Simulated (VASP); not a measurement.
# Te2Mo in VASP: notebook

Te2Mo is run at these levels: PBE+D3(BJ); tasks: single point.

Program: VASP 6.6.1. These are calculated values, not measurements. Logs are shortened: lines on timing, memory, paths and dates and some standing lists are left out, and cuts for length are marked.

## (1) The cell of the first run

The cell holds a slab with vacuum, 6 atoms: a = 3.504 Å, b = 3.504 Å, c = 24.768 Å, α = 90.00°, β = 90.00°, γ = 120.00°.

## (2) Single point, PBE+D3(BJ) (layers slid over each other)

INCAR

```
ALGO = Normal
DIPOL = 0.5 0.5 0.408
EDIFF = 1E-6
ENCUT = 520
GGA = PE
IDIPOL = 3
ISIF = 2
ISMEAR = 0
IVDW = 12
LASPH = True
LCHARG = False
LDIPOL = True
LREAL = False
LWAVE = False
NBANDS = 35
NELM = 60
PREC = Accurate
SIGMA = 0.05
```

KPOINTS

```
k-points
0
Gamma
  9 9 1
```

POSCAR

```
Te2Mo
1.0
    3.5038816881      0.0000000000      0.0000000000
   -1.7519408440      3.0344505538      0.0000000000
    0.0000000000      0.0000000000     24.7677198395
Te Mo
4 2
Direct
    0.3333333333      0.6666666667      0.1816881017
    0.3333333333      0.6666666667      0.3284056818
    0.5000000000      0.6666666667      0.4870799572
    0.5000000000      0.6666666667      0.6337975373
    0.6666666667      0.3333333333      0.2550468917
    0.8333333333      0.3333333333      0.5604387473
```

Potentials or basis: VASP PAW PBE potentials, release 64 (Te, Mo_sv).

Launch:

```bash
$ cat potpaw_PBE.64/Te/POTCAR potpaw_PBE.64/Mo_sv/POTCAR > POTCAR
$ mpirun -np 1 vasp_std > vasp.out
```

OUTCAR:

```text
EDIFF = 1E-6
   ENCUT = 520
   GGA = PE
   ISIF = 2
   ISMEAR = 0
   IVDW = 12
   LASPH = True
   LREAL = False
   NELM = 60
   PREC = Accurate
 IVDW          = 12

 ion  position               nearest neighbor table
   1  0.333  0.667  0.182-   5 2.72   5 2.72   5 2.72   2 3.63
   2  0.333  0.667  0.328-   5 2.72   5 2.72   5 2.72   1 3.63
   3  0.500  0.667  0.487-   6 2.72   6 2.72   6 2.72   4 3.63
   4  0.500  0.667  0.634-   6 2.72   6 2.72   6 2.72   3 3.63
   5  0.667  0.333  0.255-   1 2.72   1 2.72   1 2.72   2 2.72   2 2.72   2 2.72
   6  0.833  0.333  0.560-   4 2.72   4 2.72   4 2.72   3 2.72   3 2.72   3 2.72

  LATTYP: Found a hexagonal cell.
 ALAT       =     3.5038816881
 C/A-ratio  =     7.0686518679

  Lattice vectors:

 A1 = (   3.5038816881,   0.0000000000,   0.0000000000)
 A2 = (  -1.7519408440,   3.0344505538,   0.0000000000)
 A3 = (   0.0000000000,   0.0000000000,  24.7677198395)

Analysis of symmetry for initial positions (statically):
=====================================================================
 Subroutine PRICEL returns:
 Original cell was already a primitive cell.

 Routine SETGRP: Setting up the symmetry group for a
 hexagonal supercell.

 Subroutine GETGRP returns: Found  2 space group operations
 (whereof  1 operations were pure point group operations)
 out of a pool of 24 trial point group operations.

The static configuration has the point symmetry C_1 .
 The point group associated with its full space group is C_2 .

Analysis of symmetry for dynamics (positions and initial velocities):
=====================================================================
 Subroutine PRICEL returns:
 Original cell was already a primitive cell.

 Routine SETGRP: Setting up the symmetry group for a
 hexagonal supercell.

 Subroutine GETGRP returns: Found  2 space group operations
 (whereof  1 operations were pure point group operations)
 out of a pool of 24 trial point group operations.

The dynamic configuration has the point symmetry C_1 .
 The point group associated with its full space group is C_2 .

 Subroutine INISYM returns: Found  2 space group operations
 (whereof  1 operations are pure point group operations),
 and found     1 'primitive' translations

----------------------------------------------------------------------------------------

                                     Primitive cell

  volume of cell :     263.3392

  direct lattice vectors                    reciprocal lattice vectors
     3.503881688  0.000000000  0.000000000     0.285397764  0.164774476  0.000000000
    -1.751940844  3.034450554  0.000000000     0.000000000  0.329548952  0.000000000
     0.000000000  0.000000000 24.767719839     0.000000000  0.000000000  0.040375134

  length of vectors
     3.503881688  3.503881688 24.767719839     0.329548952  0.329548952  0.040375134

  position of ions in fractional coordinates (direct lattice)
     0.333333333  0.666666667  0.181688102
     0.333333333  0.666666667  0.328405682
     0.500000000  0.666666667  0.487079957
     0.500000000  0.666666667  0.633797537
     0.666666667  0.333333333  0.255046892
     0.833333333  0.333333333  0.560438747

  ion indices of the primitive-cell ions
   primitive index   ion index
                 1           1
                 2           2
                 3           3
                 4           4
                 5           5
                 6           6

----------------------------------------------------------------------------------------

 KPOINTS: k-points

Automatic generation of k-mesh.
 Grid dimensions read from file:
 generate k-points for:    9    9    1

 Generating k-lattice:

  Cartesian coordinates                     Fractional coordinates (reciprocal lattice)
     0.031710863  0.018308275  0.000000000     0.111111111  0.000000000  0.000000000
     0.000000000  0.036616550  0.000000000     0.000000000  0.111111111  0.000000000
     0.000000000  0.000000000  0.040375134     0.000000000  0.000000000  1.000000000

  Length of vectors
     0.036616550  0.036616550  0.040375134

  Shift w.r.t. Gamma in fractional coordinates (k-lattice)
     0.000000000  0.000000000  0.000000000

 Subroutine IBZKPT returns following result:
 ===========================================

 Found     25 irreducible k-points:

 Following reciprocal coordinates:
            Coordinates               Weight
  0.000000  0.000000  0.000000      1.000000
  0.111111  0.000000  0.000000      4.000000
  0.000000  0.111111  0.000000      2.000000
  0.222222 -0.000000  0.000000      4.000000
  0.000000  0.222222  0.000000      2.000000
  0.333333  0.000000  0.000000      4.000000
[... 16 lines left out ...]
 -0.222222 -0.444444  0.000000      4.000000
  0.444444  0.333333  0.000000      4.000000
   k-points           NKPTS =     25   k-points in BZ     NKDIM =     25   number of bands    NBANDS=     35
   number of dos      NEDOS =    301   number of ions     NIONS =      6
   total plane-waves  NPLWV = 150528
   dimension x,y,z NGX =    28 NGY =   28 NGZ =  192
   dimension x,y,z NGXF=    56 NGYF=   56 NGZF=  384
   ions per type =               4   2
   NGX,Y,Z   is equivalent  to a cutoff of  13.28, 13.28, 12.89 a.u.
   NGXF,Y,Z  is equivalent  to a cutoff of  26.57, 26.57, 25.77 a.u.
 SYSTEM =  unknown system
   PREC   = accura    normal or accurate (medium, high low for compatibility)
   ISTART =      0    job   : 0-new  1-cont  2-samecut
   ICHARG =      2    charge: 1-file 2-atom 10-const
   ISPIN  =      1    spin polarized calculation?
   LNONCOLLINEAR =      F non collinear calculations
   LSORBIT =      F    spin-orbit coupling
   LASPH  =      T    aspherical Exc in radial PAW
   ENCUT  =  520.0 eV  38.22 Ry    6.18 a.u.   6.51  6.51 46.05*2*pi/ulx,y,z
   NELM   =     60;   NELMIN=  2; NELMDL= -5     # of ELM steps
   EDIFF  = 0.1E-05   stopping-criterion for ELM
   LREAL  =      F    real-space projection
   EDIFFG = 0.1E-04   stopping-criterion for IOM
   NSW    =      0    number of steps for IOM
   IBRION =     -1    ionic relax: 0-MD 1-quasi-New 2-CG
   NFREE  =      0    steps in history (QN), initial steepest desc. (CG)
   ISIF   =      2    stress and relaxation
   ISYM   =      2    0-nonsym 1-usesym 2-fastsym
   POTIM  = 0.5000    time-step for ionic-motion
   TEBEG  =    0.0;   TEEND  =   0.0 temperature during run
   PSTRESS=    0.0 pullay stress
   NELECT =      52.0000    total number of electrons
   NUPDOWN=      -1.0000    fix difference up-down
   EMIN   =  10.00;   EMAX   =-10.00  energy-range for DOS
   EFERMI =   0.00;   METHOD = LEGACY
   ISMEAR =     0;   SIGMA  =   0.05  broadening in eV -4-tet -1-fermi 0-gaus
   EFERMI_NEDOS =   21; number of points for ismear=-14 and -15
   IALGO  =     38    algorithm
   IMIX   =      4    mixing-type and parameters
     AMIX     =   0.40;   BMIX     =  1.00
     AMIX_MAG =   1.60;   BMIX_MAG =  1.00
  volume/ion in A,a.u.               =      43.89       296.18
  Fermi-wavevector in a.u.,A,eV,Ry     =   0.953317  1.801508 12.365161  0.908814
  Thomas-Fermi vector in A             =   2.081961
   LORBIT       =      0    0 simple, 1 ext, 2 COOP (PROOUT), +10 PAW based schemes
   GGA     = PE    functional components
   LHFCALC =     F    Hartree Fock is set to
   AEXX    =    0.0000 exact exchange contribution
   IVDW    =    12    specifies the selected vdW correction
   LEPSILON=     F    determine dielectric tensor
   LRPA    =     F    only Hartree local field effects (RPA)
 non-spin polarized calculation
 Gauss-broadening in eV      SIGMA  =   0.05
  energy-cutoff  :      520.00
  volume of cell :      263.34
 maximum number of plane-waves:      7173
 NGX is ok and might be reduce to    28
   NGX = 13   NGY = 13   NGZ = 93

 dipolmoment           0.000000      0.000000      0.000263 electrons x Angstroem

 number of electron      51.9999998 magnetization

 dipolmoment           0.000000      0.000000     -0.000002 electrons x Angstroem

 Free energy of the ion-electron system (eV)
  ---------------------------------------------------
  ext. energy  EPLUGINS =         0.00000000
  ---------------------------------------------------
  free energy    TOTEN  =       -35.97334331 eV

  energy without entropy =      -35.97334331  energy(sigma->0) =      -35.97334331

 E-fermi :   2.7404     XC(G=0):  -6.4492

 val. band max:        2.4940503562   @ k =   0.3333   0.3333   0.0000
 cond. band min:       3.6309568878   @ k =   0.2222   0.2222   0.0000
 fundamental gap:      1.1369065316
 Fermi energy:         2.7404349732

 k-point     1 :       0.0000    0.0000    0.0000
  band No.  band energies     occupation
      1     -58.1802      2.00000
      2     -58.1802      2.00000
      3     -32.3578      2.00000
      4     -32.3578      2.00000
      5     -32.2130      2.00000
      6     -32.2130      2.00000
[... 27 lines left out ...]
     34       5.9847      0.00000
     35       6.6478      0.00000

 k-point     2 :       0.1111    0.0000    0.0000
  band No.  band energies     occupation
      1     -58.1790      2.00000
      2     -58.1790      2.00000
      3     -32.3543      2.00000
      4     -32.3543      2.00000
      5     -32.2289      2.00000
      6     -32.2286      2.00000
[... 27 lines left out ...]
     34       5.8342      0.00000
     35       6.8890      0.00000

 k-point     3 :       0.0000    0.1111    0.0000
  band No.  band energies     occupation
      1     -58.1790      2.00000
      2     -58.1790      2.00000
      3     -32.3543      2.00000
      4     -32.3543      2.00000
      5     -32.2287      2.00000
      6     -32.2287      2.00000
[... 27 lines left out ...]
     34       5.8209      0.00000
     35       6.8884      0.00000
[... 723 lines left out ...]
 k-point    23 :      -0.2222   -0.4444    0.0000
  band No.  band energies     occupation
      1     -58.1692      2.00000
      2     -58.1692      2.00000
      3     -32.3275      2.00000
      4     -32.3275      2.00000
      5     -32.3259      2.00000
      6     -32.3258      2.00000
[... 27 lines left out ...]
     34       6.5780      0.00000
     35       6.9553      0.00000

 k-point    24 :       0.4444    0.3333    0.0000
  band No.  band energies     occupation
      1     -58.1692      2.00000
      2     -58.1692      2.00000
      3     -32.3280      2.00000
      4     -32.3280      2.00000
      5     -32.3256      2.00000
      6     -32.3254      2.00000
[... 27 lines left out ...]
     34       6.5341      0.00000
     35       7.0203      0.00000

 [... further k-points ...]

------------------------ aborting loop because EDIFF is reached ----------------------------------------

 vacuum level on the upper side and lower side of the slab       (xc-potential included)        -0.150        -0.149

 Edisp (eV)   -2.70058

 E8    (eV) :    -1.2779

  FORCE on cell =-STRESS in cart. coord.  units (eV):
  Direction    XX          YY          ZZ          XY          YZ          ZX
  --------------------------------------------------------------------------------------
  -------------------------------------------------------------------------------------
  Total      -0.18688    -0.21963    -0.06366    -0.00000     0.00000     0.22010
  in kB      -1.13699    -1.33624    -0.38730    -0.00000     0.00000     1.33910
  external pressure =       -0.95 kB  Pullay stress =        0.00 kB

 VOLUME and BASIS-vectors are now :
 -----------------------------------------------------------------------------
  energy-cutoff  :      520.00
  volume of cell :      263.34
      direct lattice vectors                 reciprocal lattice vectors
     3.503881688  0.000000000  0.000000000     0.285397764  0.164774476  0.000000000
    -1.751940844  3.034450554  0.000000000     0.000000000  0.329548952  0.000000000
     0.000000000  0.000000000 24.767719839     0.000000000  0.000000000  0.040375134

 POSITION                                       TOTAL-FORCE (eV/Angst)
 -----------------------------------------------------------------------------------
     -0.00000      2.02297      4.50000         0.000850     -0.000374     -0.003579
     -0.00000      2.02297      8.13386        -0.036883      0.000534      0.018020
      0.58398      2.02297     12.06386         0.036883      0.000534     -0.018020
      0.58398      2.02297     15.69772        -0.000850     -0.000374      0.003579
      1.75194      1.01148      6.31693        -0.011726     -0.000160     -0.003616
      2.33592      1.01148     13.88079         0.011726     -0.000160      0.003616
 -----------------------------------------------------------------------------------
    total drift:                               -0.000010     -0.000188     -0.000051

  FREE ENERGIE OF THE ION-ELECTRON SYSTEM (eV)
  ---------------------------------------------------
  free  energy   TOTEN  =       -38.6739256424 eV

  energy  without entropy=      -38.6739256424  energy(sigma->0) =      -38.67392564

 vacuum level on the upper side and lower side of the slab         7.202         7.204
```

It took 5.1 min on 1 thread of Intel Xeon Platinum 8375C at 2.90GHz (Ice Lake), shared host; peak memory 0.47 GiB.

What came out:

```yaml
Free_energy: -38.6739 eV
Largest_force: 0.041 eV/Å
Band_gap_on_the_k_mesh: 1.14 eV (least direct gap 1.16 eV)
Dispersion_energy_per_atom: -0.450 eV
```

Forces on the atoms (eV/Å):
```
Te   0.001  0.000 -0.004
Te  -0.037  0.001  0.018
Te   0.037  0.001 -0.018
Te  -0.001  0.000  0.004
Mo  -0.012  0.000 -0.004
Mo   0.012  0.000  0.004
```

Levels at points of the mesh, in eV from the valence-band top:
```csv
k point,band 24,band 25,band 26,band 27,band 28,band 29
"(0.00, 0.00, 0.00)",-0.84,-0.73,-0.29,3.14,3.16,3.19
```

Caveat: the cell differs from its parent crystal (layers slid over each other); spin-orbit coupling is left out, which moves the levels of the heavy elements.

## (3) Single point, PBE+D3(BJ) (layers slid over each other)

INCAR

```
PREC = Accurate ; ENCUT = 520
EDIFF = 1E-6 ; ISMEAR = 0
SIGMA = 0.05 ; LREAL = F
LASPH = T ; NELM = 80
ALGO = Normal ; ISIF = 2
LWAVE = F ; LCHARG = T
LDIPOL = T ; IDIPOL = 3
DIPOL = 0.5 0.5 0.428 ; GGA = PE
IVDW = 12 ; LELF = T
LVHAR = T ; LVACPOTAV = T
NBANDS = 35
```

KPOINTS

```
Automatic mesh
0
Gamma
  9 9 1
```

POSCAR

```
Te2Mo
1.0
    3.5038816881      0.0000000000      0.0000000000
   -1.7519408440      3.0344505538      0.0000000000
    0.0000000000      0.0000000000     24.7677198395
Te Mo
4 2
Direct
    0.3333333333      0.6666666667      0.1816881017
    0.3333333333      0.6666666667      0.3284056818
    0.5000000000      0.6666666667      0.5274550909
    0.5000000000      0.6666666667      0.6741726710
    0.6666666667      0.3333333333      0.2550468917
    0.8333333333      0.3333333333      0.6008138810
```

Potentials or basis: VASP PAW PBE potentials, release 64 (Te, Mo_sv).

Launch:

```bash
$ cat potpaw_PBE.64/Te/POTCAR potpaw_PBE.64/Mo_sv/POTCAR > POTCAR
$ mpirun -np 1 vasp_std > vasp.out
```

It took 5.1 min on 1 thread of Intel Xeon Platinum 8375C at 2.90GHz (Ice Lake), shared host; peak memory 0.48 GiB.

The run converged. Its results:

```yaml
Free_energy: -38.5878 eV
Largest_force: 0.089 eV/Å
Band_gap_on_the_k_mesh: 1.18 eV
Dispersion_energy_per_atom: -0.428 eV
```

Forces in eV/Å, atoms in the order of the input:
```
Te   0.000  0.000 -0.009
Te  -0.001  0.000  0.089
Te   0.001  0.000 -0.089
Te   0.000  0.000  0.009
Mo  -0.001  0.000  0.014
Mo   0.001  0.000 -0.014
```

Levels at points of the mesh, in eV from the valence-band top:
```csv
k point,band 23,band 24,band 25,band 26,band 27,band 28,band 29,band 30
"(0.00, 0.00, 0.00)",-0.83,-0.83,-0.65,-0.49,3.20,3.20,3.20,3.20
```

Caveat: the cell differs from its parent crystal (layers slid over each other); spin-orbit coupling is left out, which moves the levels of the heavy elements.
